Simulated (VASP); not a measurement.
Zn7S8 (a cell with a defect), 15 atoms in the cell. The cell holds a defect, 15 atoms: a = 7.491 Å, b = 7.491 Å, c = 7.491 Å, α = 60.00°, β = 60.00°, γ = 60.00°. 

```yaml
Program: VASP 6.6.1
Task: single point
Functional: LDA
Potentials_or_basis: VASP PAW LDA potentials, release 64 (Zn, S)
Cutoff: 520 eV
k_mesh: 2 × 2 × 2
Occupations: gaussian, width 0.02 eV
Spin: no spin polarisation
Dipole_correction: no
Charge: -2
Further_INCAR_settings: LREAL = Auto; ALGO = Normal; EDIFF = 1e-06; NBANDS = 79; NELECT = 134.0
```

Potentials or basis: VASP PAW LDA potentials, release 64 (Zn, S).

The run is started by

```bash
$ cat potpaw_LDA.64/Zn/POTCAR potpaw_LDA.64/S/POTCAR > POTCAR
$ mpirun -np 1 vasp_std > vasp.out
```

Hardware: 1 thread of Intel(R) Xeon(R) Platinum 8259CL CPU @ 2.50GHz (Skylake/Cascade Lake), on a shared host.

Task: How long does it take, and how much memory?

Result: Wall time 5.2 min on 1 thread of Intel(R) Xeon(R) Platinum 8259CL CPU @ 2.50GHz (Skylake/Cascade Lake) (shared host), peak memory 0.36 GiB. Counts: scf iterations 16, k points 6.
